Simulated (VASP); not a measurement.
# WS2 in VASP: single point with LDA

Aim: the single point of WS2 with LDA.

All numbers are computed with VASP 6.6.1; they aren't measurements. Logs are shortened: lines on timing, memory, paths and dates and some standing lists are left out, and cuts for length are marked.

## 1. The cell of the first run

The cell holds a slab with vacuum, 3 atoms: a = 3.125 Å, b = 3.125 Å, c = 16.953 Å, α = 90.00°, β = 90.00°, γ = 120.00°.

## 2. Single point, LDA (atom 3 moved 0.45 Å, then relaxed in part)

INCAR

```
SYSTEM = WS2
  ALGO = Normal
  EDIFF = 1E-6
  ENCUT = 520
  ISIF = 2
  ISMEAR = 0
  LASPH = .True.
  LCHARG = .False.
  LREAL = .False.
  LWAVE = .False.
  NBANDS = 20
  NELM = 80
  PREC = Accurate
  SIGMA = 0.05
```

KPOINTS

```
k-points
0
Gamma
  12 12 2
  0 0 0
```

POSCAR

```
WS2
1.0
    3.1254814186      0.0000000000      0.0000000000
   -1.5627407093      2.7067463075      0.0000000000
    0.0000000000      0.0000000000     16.9531110566
W S
1 2
Direct
    0.3333324901      0.6666669916      0.0000003280
    0.6666652823      0.3333326343      0.9079593047
    0.6666688943      0.3333337075      0.0920403674
```

Potentials or basis: VASP PAW LDA potentials, release 64 (W_sv, S).

Run with:

```console
$ cat potpaw_LDA.64/W_sv/POTCAR potpaw_LDA.64/S/POTCAR > POTCAR
$ mpirun -np 1 vasp_std > vasp.out
```

OUTCAR:

```text
SYSTEM = WS2
   EDIFF = 1E-6
   ENCUT = 520
   ISIF = 2
   ISMEAR = 0
   LASPH = .True.
   LREAL = .False.
   NELM = 80
   PREC = Accurate

 ion  position               nearest neighbor table
   1  0.333  0.667  0.000-   3 2.39   3 2.39   3 2.39   2 2.39   2 2.39   2 2.39
   2  0.667  0.333  0.908-   1 2.39   1 2.39   1 2.39
   3  0.667  0.333  0.092-   1 2.39   1 2.39   1 2.39

  LATTYP: Found a hexagonal cell.
 ALAT       =     3.1254814186
 C/A-ratio  =     5.4241599248

  Lattice vectors:

 A1 = (   3.1254814186,   0.0000000000,   0.0000000000)
 A2 = (  -1.5627407093,   2.7067463075,   0.0000000000)
 A3 = (   0.0000000000,   0.0000000000,  16.9531110566)

Analysis of symmetry for initial positions (statically):
=====================================================================
 Subroutine PRICEL returns:
 Original cell was already a primitive cell.

 Routine SETGRP: Setting up the symmetry group for a
 hexagonal supercell.

 Subroutine GETGRP returns: Found 12 space group operations
 (whereof 12 operations were pure point group operations)
 out of a pool of 24 trial point group operations.

The static configuration has the point symmetry D_3h.

Analysis of symmetry for dynamics (positions and initial velocities):
=====================================================================
 Subroutine PRICEL returns:
 Original cell was already a primitive cell.

 Routine SETGRP: Setting up the symmetry group for a
 hexagonal supercell.

 Subroutine GETGRP returns: Found 12 space group operations
 (whereof 12 operations were pure point group operations)
 out of a pool of 24 trial point group operations.

The dynamic configuration has the point symmetry D_3h.

 Subroutine INISYM returns: Found 12 space group operations
 (whereof 12 operations are pure point group operations),
 and found     1 'primitive' translations

----------------------------------------------------------------------------------------

                                     Primitive cell

  volume of cell :     143.4214

  direct lattice vectors                    reciprocal lattice vectors
     3.125481419  0.000000000  0.000000000     0.319950710  0.184723629  0.000000000
    -1.562740709  2.706746308  0.000000000     0.000000000  0.369447257  0.000000000
     0.000000000  0.000000000 16.953111057     0.000000000  0.000000000  0.058986224

  length of vectors
     3.125481419  3.125481419 16.953111057     0.369447257  0.369447257  0.058986224

  position of ions in fractional coordinates (direct lattice)
     0.333332490  0.666666992  0.000000328
     0.666665282  0.333332634  0.907959305
     0.666668894  0.333333708  0.092040367

  ion indices of the primitive-cell ions
   primitive index   ion index
                 1           1
                 2           2
                 3           3

----------------------------------------------------------------------------------------

 KPOINTS: k-points

Automatic generation of k-mesh.
 Grid dimensions read from file:
 generate k-points for:   12   12    2

 Generating k-lattice:

  Cartesian coordinates                     Fractional coordinates (reciprocal lattice)
     0.026662559  0.015393636  0.000000000     0.083333333  0.000000000  0.000000000
     0.000000000  0.030787271  0.000000000     0.000000000  0.083333333  0.000000000
     0.000000000  0.000000000  0.029493112     0.000000000  0.000000000  0.500000000

  Length of vectors
     0.030787271  0.030787271  0.029493112

  Shift w.r.t. Gamma in fractional coordinates (k-lattice)
     0.000000000  0.000000000  0.000000000

 Subroutine IBZKPT returns following result:
 ===========================================

 Found     38 irreducible k-points:

 Following reciprocal coordinates:
            Coordinates               Weight
  0.000000  0.000000  0.000000      1.000000
  0.083333 -0.000000  0.000000      6.000000
  0.166667 -0.000000  0.000000      6.000000
  0.250000 -0.000000  0.000000      6.000000
  0.333333 -0.000000  0.000000      6.000000
  0.416667 -0.000000  0.000000      6.000000
[... 16 lines left out ...]
  0.250000 -0.000000  0.500000      6.000000
  0.333333 -0.000000  0.500000      6.000000
 [... further k-points ...]
   k-points           NKPTS =     38   k-points in BZ     NKDIM =     38   number of bands    NBANDS=     20
   number of dos      NEDOS =    301   number of ions     NIONS =      3
   total plane-waves  NPLWV =  72576
   dimension x,y,z NGX =    24 NGY =   24 NGZ =  126
   dimension x,y,z NGXF=    48 NGYF=   48 NGZF=  252
   ions per type =               1   2
   NGX,Y,Z   is equivalent  to a cutoff of  12.77, 12.77, 12.36 a.u.
   NGXF,Y,Z  is equivalent  to a cutoff of  25.53, 25.53, 24.71 a.u.
 SYSTEM =  WS2
   PREC   = accura    normal or accurate (medium, high low for compatibility)
   ISTART =      0    job   : 0-new  1-cont  2-samecut
   ICHARG =      2    charge: 1-file 2-atom 10-const
   ISPIN  =      1    spin polarized calculation?
   LNONCOLLINEAR =      F non collinear calculations
   LSORBIT =      F    spin-orbit coupling
   LASPH  =      T    aspherical Exc in radial PAW
   ENCUT  =  520.0 eV  38.22 Ry    6.18 a.u.   5.81  5.81 31.52*2*pi/ulx,y,z
   NELM   =     80;   NELMIN=  2; NELMDL= -5     # of ELM steps
   EDIFF  = 0.1E-05   stopping-criterion for ELM
   LREAL  =      F    real-space projection
   EDIFFG = 0.1E-04   stopping-criterion for IOM
   NSW    =      0    number of steps for IOM
   IBRION =     -1    ionic relax: 0-MD 1-quasi-New 2-CG
   NFREE  =      0    steps in history (QN), initial steepest desc. (CG)
   ISIF   =      2    stress and relaxation
   ISYM   =      2    0-nonsym 1-usesym 2-fastsym
   POTIM  = 0.5000    time-step for ionic-motion
   TEBEG  =    0.0;   TEEND  =   0.0 temperature during run
   PSTRESS=    0.0 pullay stress
   NELECT =      26.0000    total number of electrons
   NUPDOWN=      -1.0000    fix difference up-down
   EMIN   =  10.00;   EMAX   =-10.00  energy-range for DOS
   EFERMI =   0.00;   METHOD = LEGACY
   ISMEAR =     0;   SIGMA  =   0.05  broadening in eV -4-tet -1-fermi 0-gaus
   EFERMI_NEDOS =   21; number of points for ismear=-14 and -15
   IALGO  =     38    algorithm
   IMIX   =      4    mixing-type and parameters
     AMIX     =   0.40;   BMIX     =  1.00
     AMIX_MAG =   1.60;   BMIX_MAG =  1.00
  volume/ion in A,a.u.               =      47.81       322.62
  Fermi-wavevector in a.u.,A,eV,Ry     =   0.926534  1.750895 11.680127  0.858465
  Thomas-Fermi vector in A             =   2.052507
   LORBIT       =      0    0 simple, 1 ext, 2 COOP (PROOUT), +10 PAW based schemes
   GGA     = CA    functional components
   LHFCALC =     F    Hartree Fock is set to
   AEXX    =    0.0000 exact exchange contribution
   IVDW    =     0    specifies the selected vdW correction
   LEPSILON=     F    determine dielectric tensor
   LRPA    =     F    only Hartree local field effects (RPA)
 non-spin polarized calculation
 Gauss-broadening in eV      SIGMA  =   0.05
  energy-cutoff  :      520.00
  volume of cell :      143.42
 maximum number of plane-waves:      3902
 NGX is ok and might be reduce to    24
   NGX = 11   NGY = 11   NGZ = 63

 number of electron      25.9999997 magnetization

 Free energy of the ion-electron system (eV)
  ---------------------------------------------------
  ext. energy  EPLUGINS =         0.00000000
  ---------------------------------------------------
  free energy    TOTEN  =       -26.15274219 eV

  energy without entropy =      -26.15274219  energy(sigma->0) =      -26.15274219

 E-fermi :  -0.8219     XC(G=0):  -4.7101

 val. band max:       -1.2627699600   @ k =   0.3333   0.3333   0.0000
 cond. band min:       0.7353834849   @ k =   0.3333   0.3333   0.0000
 fundamental gap:      1.9981534449
 Fermi energy:        -0.8218596251

 k-point     1 :       0.0000    0.0000    0.0000
  band No.  band energies     occupation
      1     -74.7050      2.00000
      2     -39.2699      2.00000
      3     -39.0462      2.00000
      4     -39.0462      2.00000
      5     -16.1656      2.00000
      6     -14.4261      2.00000
[... 12 lines left out ...]
     19       4.3874      0.00000
     20       4.5507      0.00000

 k-point     2 :       0.0833   -0.0000    0.0000
  band No.  band energies     occupation
      1     -74.7034      2.00000
      2     -39.2647      2.00000
      3     -39.0749      2.00000
      4     -39.0528      2.00000
      5     -16.0408      2.00000
      6     -14.3816      2.00000
[... 12 lines left out ...]
     19       4.5289      0.00000
     20       4.9757      0.00000

 k-point     3 :       0.1667   -0.0000    0.0000
  band No.  band energies     occupation
      1     -74.6993      2.00000
      2     -39.2505      2.00000
      3     -39.1524      2.00000
      4     -39.0708      2.00000
      5     -15.6851      2.00000
      6     -14.2550      2.00000
[... 12 lines left out ...]
     19       4.9334      0.00000
     20       5.8237      0.00000

 k-point     4 :       0.2500   -0.0000    0.0000
  band No.  band energies     occupation
      1     -74.6936      2.00000
      2     -39.2567      2.00000
      3     -39.2310      2.00000
      4     -39.0952      2.00000
      5     -15.1553      2.00000
      6     -14.0687      2.00000
[... 12 lines left out ...]
     19       5.5273      0.00000
     20       6.3146      0.00000

 k-point     5 :       0.3333   -0.0000    0.0000
  band No.  band energies     occupation
      1     -74.6879      2.00000
      2     -39.3592      2.00000
      3     -39.2114      2.00000
      4     -39.1195      2.00000
      5     -14.5516      2.00000
      6     -13.8631      2.00000
[... 12 lines left out ...]
     19       6.0516      0.00000
     20       6.2614      0.00000
[... 353 lines left out ...]
      6     -14.3816      2.00000
[... 12 lines left out ...]
     19       4.3464      0.00000
     20       5.1143      0.00000

 k-point    22 :       0.1667   -0.0000    0.5000
  band No.  band energies     occupation
      1     -74.6993      2.00000
      2     -39.2505      2.00000
      3     -39.1524      2.00000
      4     -39.0708      2.00000
      5     -15.6851      2.00000
      6     -14.2550      2.00000
[... 12 lines left out ...]
     19       4.8230      0.00000
     20       6.1020      0.00000

 k-point    23 :       0.2500   -0.0000    0.5000
  band No.  band energies     occupation
      1     -74.6936      2.00000
      2     -39.2567      2.00000
      3     -39.2310      2.00000
      4     -39.0952      2.00000
      5     -15.1553      2.00000
      6     -14.0687      2.00000
[... 12 lines left out ...]
     19       5.3928      0.00000
     20       6.6609      0.00000

 k-point    24 :       0.3333   -0.0000    0.5000
  band No.  band energies     occupation
      1     -74.6879      2.00000
      2     -39.3592      2.00000
      3     -39.2114      2.00000
      4     -39.1195      2.00000
      5     -14.5516      2.00000
      6     -13.8631      2.00000
[... 12 lines left out ...]
     19       6.0119      0.00000
     20       6.3187      0.00000

 [... further k-points ...]

------------------------ aborting loop because EDIFF is reached ----------------------------------------

  FORCE on cell =-STRESS in cart. coord.  units (eV):
  Direction    XX          YY          ZZ          XY          YZ          ZX
  --------------------------------------------------------------------------------------
  -------------------------------------------------------------------------------------
  Total        0.1343191      0.1343191      0.1318380      0.0000000      0.0000000      0.0000000
  in kB        1.5004944      1.5004944      1.4727776      0.0000000      0.0000000      0.0000000
  external PRESSURE =       1.4912555 kB  Pullay stress =       0.0000000 kB

 VOLUME and BASIS-vectors are now :
 -----------------------------------------------------------------------------
  energy-cutoff  :      520.00
  volume of cell :      143.42
      direct lattice vectors                 reciprocal lattice vectors
     3.125481419  0.000000000  0.000000000     0.319950710  0.184723629  0.000000000
    -1.562740709  2.706746308  0.000000000     0.000000000  0.369447257  0.000000000
     0.000000000  0.000000000 16.953111057     0.000000000  0.000000000  0.058986224

 POSITION                                       TOTAL-FORCE (eV/Angst)
 -----------------------------------------------------------------------------------
     -0.00000      1.80450      0.00001         0.000000      0.000000      0.000000
      1.56274      0.90225     15.39273        -0.000000      0.000000     -0.051474
      1.56275      0.90225      1.56037        -0.000000     -0.000000      0.051474
 -----------------------------------------------------------------------------------
    total drift:                                0.001845     -0.000516     -0.007216

  FREE ENERGIE OF THE ION-ELECTRON SYSTEM (eV)
  ---------------------------------------------------
  free  energy   TOTEN  =       -26.1527421928 eV

  energy  without entropy=      -26.1527421928  energy(sigma->0) =      -26.15274219
```

Run time: 4.6 min. Hardware: 1 thread of AMD EPYC 7R13, shared host; peak memory 0.23 GiB.

Results:

* Free energy: -26.1527 eV
* Largest force: 0.051 eV/Å
* Band gap on the k mesh: 2.00 eV, direct

Forces in eV/Å, atoms in the order of the input:
```
W    0.000  0.000  0.000
S    0.000  0.000 -0.051
S    0.000  0.000  0.051
```

Caveat: the cell differs from its parent crystal (atom 3 moved 0.45 Å, then relaxed in part); spin-orbit coupling is left out, which moves the levels of the heavy elements.
